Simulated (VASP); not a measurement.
# Sb (Fm-3m) in VASP: a series of runs

Aim: see how the results for Sb move with the level of theory and the settings. Levels: r2SCAN, r2SCAN-based global hybrid with 10 % exact exchange, r2SCAN-based global hybrid with 15 % exact exchange, r2SCAN-based global hybrid with 25 % exact exchange. Tasks: single point.

All numbers are computed with VASP 6.6.1; they aren't measurements. Logs are shortened: lines on timing, memory, paths and dates and some standing lists are left out, and cuts for length are marked.

## Step 1: The cell of the first run

Symmetry: Fm-3m, No. 225, cubic system. Conventional cell: a = 4.742 Å, b = 4.742 Å, c = 4.742 Å, α = 90.00°, β = 90.00°, γ = 90.00°. Within 4.4 Å of Sb (site symmetry m-3m) lie 12 Sb at 3.35 Å.

This isn't the form of Sb at room conditions, which is rhombohedral.

## Step 2: Single point, r2SCAN

POSCAR

```
Sb
1.0
    0.0000000000      2.3712425216      2.3712425216
    2.3712425216      0.0000000000      2.3712425216
    2.3712425216      2.3712425216      0.0000000000
Sb
1
Direct
    0.0000000000      0.0000000000      0.0000000000
```

INCAR.step1

```
PREC = Accurate
ENCUT = 520
ISMEAR = -1
SIGMA = 0.05
LREAL = F
LASPH = T
NELM = 80
NBANDS = 8
GGA = PE
ALGO = Normal
EDIFF = 1E-4
LWAVE = T
LCHARG = F
```

INCAR.step2

```
PREC = Accurate
ENCUT = 520
EDIFF = 1E-6
ISMEAR = -1
SIGMA = 0.05
LREAL = F
LASPH = T
NELM = 80
ALGO = Normal
ISIF = 2
LWAVE = F
LCHARG = T
METAGGA = R2SCAN
LMIXTAU = T
LELF = T
LVHAR = T
NBANDS = 8
ISTART = 1
```

KPOINTS

```
regular mesh
0
Gamma
  6 6 6
```

Potentials or basis: VASP PAW PBE potentials, release 64 (Sb).

On the command line:

```
$ cat potpaw_PBE.64/Sb/POTCAR > POTCAR
$ cp INCAR.step1 INCAR
$ mpirun -np 1 vasp_std > vasp.out
$ cp INCAR.step2 INCAR
$ mpirun -np 1 vasp_std > vasp.out
```

OUTCAR:

```text
PREC = Accurate
   ENCUT = 520
   EDIFF = 1E-6
   ISMEAR = -1
   LREAL = F
   LASPH = T
   NELM = 80
   ISIF = 2
   METAGGA = R2SCAN
   ISTART = 1

 ion  position               nearest neighbor table
   1  0.000  0.000  0.000-

  LATTYP: Found a face centered cubic cell.
 ALAT       =     4.7424850432

  Lattice vectors:

 A1 = (   0.0000000000,   2.3712425216,   2.3712425216)
 A2 = (   2.3712425216,   0.0000000000,   2.3712425216)
 A3 = (   2.3712425216,   2.3712425216,   0.0000000000)

Analysis of symmetry for initial positions (statically):
=====================================================================
 Subroutine PRICEL returns:
 Original cell was already a primitive cell.

 Routine SETGRP: Setting up the symmetry group for a
 face centered cubic supercell.

 Subroutine GETGRP returns: Found 48 space group operations
 (whereof 48 operations were pure point group operations)
 out of a pool of 48 trial point group operations.

The static configuration has the point symmetry O_h .

Analysis of symmetry for dynamics (positions and initial velocities):
=====================================================================
 Subroutine PRICEL returns:
 Original cell was already a primitive cell.

 Routine SETGRP: Setting up the symmetry group for a
 face centered cubic supercell.

 Subroutine GETGRP returns: Found 48 space group operations
 (whereof 48 operations were pure point group operations)
 out of a pool of 48 trial point group operations.

The dynamic configuration has the point symmetry O_h .

 Subroutine INISYM returns: Found 48 space group operations
 (whereof 48 operations are pure point group operations),
 and found     1 'primitive' translations

----------------------------------------------------------------------------------------

                                     Primitive cell

  volume of cell :      26.6660

  direct lattice vectors                    reciprocal lattice vectors
     0.000000000  2.371242522  2.371242522    -0.210859916  0.210859916  0.210859916
     2.371242522  0.000000000  2.371242522     0.210859916 -0.210859916  0.210859916
     2.371242522  2.371242522  0.000000000     0.210859916  0.210859916 -0.210859916

  length of vectors
     3.353443334  3.353443334  3.353443334     0.365220089  0.365220089  0.365220089

[... 61 lines left out ...]
   ISTART =      1    job   : 0-new  1-cont  2-samecut
   ICHARG =      0    charge: 1-file 2-atom 10-const
   ISPIN  =      1    spin polarized calculation?
   LNONCOLLINEAR =      F non collinear calculations
   LSORBIT =      F    spin-orbit coupling
   LASPH  =      T    aspherical Exc in radial PAW
   ENCUT  =  520.0 eV  38.22 Ry    6.18 a.u.   6.24  6.24  6.24*2*pi/ulx,y,z
   NELM   =     80;   NELMIN=  2; NELMDL=  0     # of ELM steps
   EDIFF  = 0.1E-05   stopping-criterion for ELM
   LREAL  =      F    real-space projection
[... 7 lines left out ...]
   TEBEG  =    0.0;   TEEND  =   0.0 temperature during run
   PSTRESS=    0.0 pullay stress
   NELECT =       5.0000    total number of electrons
   NUPDOWN=      -1.0000    fix difference up-down
   EMIN   =  10.00;   EMAX   =-10.00  energy-range for DOS
   EFERMI =   0.00;   METHOD = LEGACY
   ISMEAR =    -1;   SIGMA  =   0.05  broadening in eV -4-tet -1-fermi 0-gaus
   EFERMI_NEDOS =   21; number of points for ismear=-14 and -15
   IALGO  =     38    algorithm
   IMIX   =      4    mixing-type and parameters
     AMIX     =   0.40;   BMIX     =  1.00
     AMIX_MAG =   1.60;   BMIX_MAG =  1.00
  volume/ion in A,a.u.               =      26.67       179.95
  Fermi-wavevector in a.u.,A,eV,Ry     =   0.937013  1.770697 11.945820  0.877993
  Thomas-Fermi vector in A             =   2.064081
   LORBIT       =      0    0 simple, 1 ext, 2 COOP (PROOUT), +10 PAW based schemes
   METAGGA = R2SCAN    functional components
   LHFCALC =     F    Hartree Fock is set to
   AEXX    =    0.0000 exact exchange contribution
   IVDW    =     0    specifies the selected vdW correction
   LEPSILON=     F    determine dielectric tensor
   LRPA    =     F    only Hartree local field effects (RPA)
 non-spin polarized calculation
  energy-cutoff  :      520.00
  volume of cell :       26.67
 maximum number of plane-waves:       745
 NGX is ok and might be reduce to    28
   NGX = 13   NGY = 13   NGZ = 13

 number of electron       5.0000000 magnetization

 Free energy of the ion-electron system (eV)
  ---------------------------------------------------
  ext. energy  EPLUGINS =         0.00000000
  ---------------------------------------------------
  free energy    TOTEN  =       -25.26492239 eV

  energy without entropy =      -25.25106391  energy(sigma->0) =      -25.25799315

 E-fermi :   8.8248     XC(G=0): -10.8820

 val. band max:        8.5965843136   @ k =  -0.1667   0.1667   0.0000
 cond. band min:       8.8381754104   @ k =  -0.3333   0.3333   0.1667
 fundamental gap:      0.2415910967
 Fermi energy:         8.8247643158

 k-point     1 :       0.0000    0.0000    0.0000
  band No.  band energies     occupation
      1      -5.0697      2.00000
      2      14.3009      0.00000
      3      14.3009      0.00000
      4      14.3009      0.00000
      5      19.0478      0.00000
      6      19.0478      0.00000
      7      19.0478      0.00000
      8      19.6133      0.00000
[... 155 lines left out ...]
 k-point    16 :      -0.3333    0.5000    0.1667
  band No.  band energies     occupation
      1       1.0112      2.00000
      2       4.1269      2.00000
      3       6.5330      2.00000
      4       7.3971      2.00000
      5      16.6882      0.00000
      6      17.0832      0.00000
      7      22.9733      0.00000
      8      23.3007      0.00000

------------------------ aborting loop because EDIFF is reached ----------------------------------------

  FORCE on cell =-STRESS in cart. coord.  units (eV):
  Direction    XX          YY          ZZ          XY          YZ          ZX
  --------------------------------------------------------------------------------------
  -------------------------------------------------------------------------------------
  Total        0.2266781      0.2266781      0.2266781     -0.0000000      0.0000000      0.0000000
  in kB       13.6195305     13.6195305     13.6195305     -0.0000000      0.0000000      0.0000000
  external PRESSURE =      13.6195305 kB  Pullay stress =       0.0000000 kB

 VOLUME and BASIS-vectors are now :
 -----------------------------------------------------------------------------
  energy-cutoff  :      520.00
  volume of cell :       26.67
      direct lattice vectors                 reciprocal lattice vectors
     0.000000000  2.371242522  2.371242522    -0.210859916  0.210859916  0.210859916
     2.371242522  0.000000000  2.371242522     0.210859916 -0.210859916  0.210859916
     2.371242522  2.371242522  0.000000000     0.210859916  0.210859916 -0.210859916

 POSITION                                       TOTAL-FORCE (eV/Angst)
 -----------------------------------------------------------------------------------
      0.00000      0.00000      0.00000         0.000000     -0.000000     -0.000000
 -----------------------------------------------------------------------------------
    total drift:                                0.000000      0.000000      0.000000

  FREE ENERGIE OF THE ION-ELECTRON SYSTEM (eV)
  ---------------------------------------------------
  free  energy   TOTEN  =       -25.2649223904 eV

  energy  without entropy=      -25.2510639136  energy(sigma->0) =      -25.25799315
```

It took 22 s on 1 thread of Intel Xeon Platinum 8175M at 2.50GHz (Skylake/Cascade Lake), shared host; peak memory 0.16 GiB.

What came out:

```yaml
Free_energy: -25.2649 eV
Pressure: 1.4 GPa
Band_gap_on_the_k_mesh: zero (an odd number of electrons rules out a gap without spin polarisation)
```

Levels at points of the mesh, in eV from the Fermi level:
```tsv
k point	band 1	band 2	band 3	band 4	band 5
(0.00, 0.00, 0.00)	-13.89	5.48	5.48	5.48	10.22
(0.50, 0.00, 0.00)	-9.81	-6.45	3.63	3.63	8.61
(0.50, 0.50, 0.00)	-8.00	-5.55	0.13	0.13	4.42
```

Caveat: the k points lie up to 0.38 Å⁻¹ apart, too coarse for converged energies and pressures of a metal; the PAW data sets were made with another functional, which shifts forces and pressure a little; spin-orbit coupling is left out, which moves the levels of the heavy elements.

## Step 3: Single point, r2SCAN-based global hybrid with 10 % exact exchange

POSCAR is that of step 2.

INCAR.step1

```
PREC     = Accurate       # precision mode
ENCUT    = 520            # plane-wave cutoff, eV
EDIFF    = 1E-5           # SCF threshold, eV
ISMEAR   = -1             # smearing method
SIGMA    = 0.05           # smearing width, eV
LREAL    = F              # projectors in reciprocal space
LASPH    = T              # aspherical terms in the spheres
NELM     = 60             # most SCF steps
ALGO     = Normal         # electronic algorithm
ISIF     = 2              # what is computed and relaxed
LWAVE    = T              # write WAVECAR
LCHARG   = F              # write CHGCAR
GGA      = PE             # functional
NBANDS   = 8              # bands
```

INCAR.step2

```
PREC     = Accurate       # precision mode
ENCUT    = 520            # plane-wave cutoff, eV
EDIFF    = 1E-6           # SCF threshold, eV
ISMEAR   = -1             # smearing method
SIGMA    = 0.05           # smearing width, eV
LREAL    = F              # projectors in reciprocal space
LASPH    = T              # aspherical terms in the spheres
NELM     = 60             # most SCF steps
ALGO     = Normal         # electronic algorithm
ISIF     = 2              # what is computed and relaxed
LWAVE    = F              # write WAVECAR
LCHARG   = F              # write CHGCAR
METAGGA  = R2SCAN         # meta-GGA
LHFCALC  = T              # exact exchange
AEXX     = 0.1            # exact-exchange fraction
LMIXTAU  = T            
PRECFOCK = Normal       
ISTART   = 1            
NBANDS   = 8              # bands
```

KPOINTS

```
Automatic mesh
0
Gamma
  6 6 6
```

Potentials or basis: VASP PAW PBE potentials, release 64 (Sb).

On the command line:

```
$ cat potpaw_PBE.64/Sb/POTCAR > POTCAR
$ cp INCAR.step1 INCAR
$ mpirun -np 1 vasp_std > vasp.out
$ cp INCAR.step2 INCAR
$ mpirun -np 1 vasp_std > vasp.out
```

Wall time 7.8 min (1 thread of Intel Xeon Platinum 8175M at 2.50GHz (Skylake/Cascade Lake), shared host); peak memory 0.17 GiB.

The run converged. Its results:

| Property | Result |
| --- | --- |
| Free energy | -23.6704 eV |
| Pressure | -0.1 GPa |
| Band gap on the k mesh | zero (an odd number of electrons rules out a gap without spin polarisation) |

Levels at points of the mesh, in eV from the Fermi level:
```tsv
k point	band 1	band 2	band 3	band 4	band 5	band 6
(0.00, 0.00, 0.00)	-14.65	5.84	5.84	5.84	10.54	10.54
(0.50, 0.00, 0.00)	-10.40	-6.96	3.95	3.95	8.89	9.66
(0.50, 0.50, 0.00)	-8.51	-5.99	0.25	0.25	4.60	4.82
```

Caveat: the k points lie up to 0.38 Å⁻¹ apart, too coarse for converged energies and pressures of a metal; the PAW data sets were made with another functional, which shifts forces and pressure a little; spin-orbit coupling is left out, which moves the levels of the heavy elements.

## Step 4: Single point, r2SCAN-based global hybrid with 15 % exact exchange

POSCAR is that of step 3.

INCAR.step1

```
SYSTEM = Sb
  ALGO = Normal
  EDIFF = 1E-5
  ENCUT = 520
  GGA = PE
  ISIF = 2
  ISMEAR = -1
  LASPH = .True.
  LCHARG = .False.
  LREAL = .False.
  LWAVE = .True.
  NBANDS = 8
  NELM = 100
  PREC = Accurate
  SIGMA = 0.05
```

INCAR.step2

```
SYSTEM = Sb
  AEXX = 0.15
  ALGO = Normal
  EDIFF = 1E-6
  ENCUT = 520
  ISIF = 2
  ISMEAR = -1
  ISTART = 1
  LASPH = .True.
  LCHARG = .False.
  LHFCALC = .True.
  LMIXTAU = .True.
  LREAL = .False.
  LWAVE = .False.
  METAGGA = R2SCAN
  NBANDS = 8
  NELM = 100
  PREC = Accurate
  PRECFOCK = Normal
  SIGMA = 0.05
```

KPOINTS

```
k-points
0
Gamma
  6 6 6
  0 0 0
```

On the command line:

```
$ cat potpaw_PBE.64/Sb/POTCAR > POTCAR
$ cp INCAR.step1 INCAR
$ mpirun -np 1 vasp_std > vasp.out
$ cp INCAR.step2 INCAR
$ mpirun -np 1 vasp_std > vasp.out
```

Wall time 6.9 min (1 thread of Intel Xeon Platinum 8175M at 2.50GHz (Skylake/Cascade Lake), shared host); peak memory 0.16 GiB.

The run converged. Its results:

* Free energy: -22.8911 eV
* Pressure: -0.8 GPa
* Band gap on the k mesh: zero (an odd number of electrons rules out a gap without spin polarisation)

Levels at points of the mesh, in eV from the Fermi level:
```tsv
k point	band 1	band 2	band 3	band 4	band 5
(0.00, 0.00, 0.00)	-15.00	6.04	6.04	6.04	10.73
(0.50, 0.00, 0.00)	-10.67	-7.19	4.12	4.12	9.06
(0.50, 0.50, 0.00)	-8.74	-6.20	0.33	0.33	4.71
```

Caveat: the k points lie up to 0.38 Å⁻¹ apart, too coarse for converged energies and pressures of a metal; the PAW data sets were made with another functional, which shifts forces and pressure a little; spin-orbit coupling is left out, which moves the levels of the heavy elements.

(Part 1 of 2 ends here.)
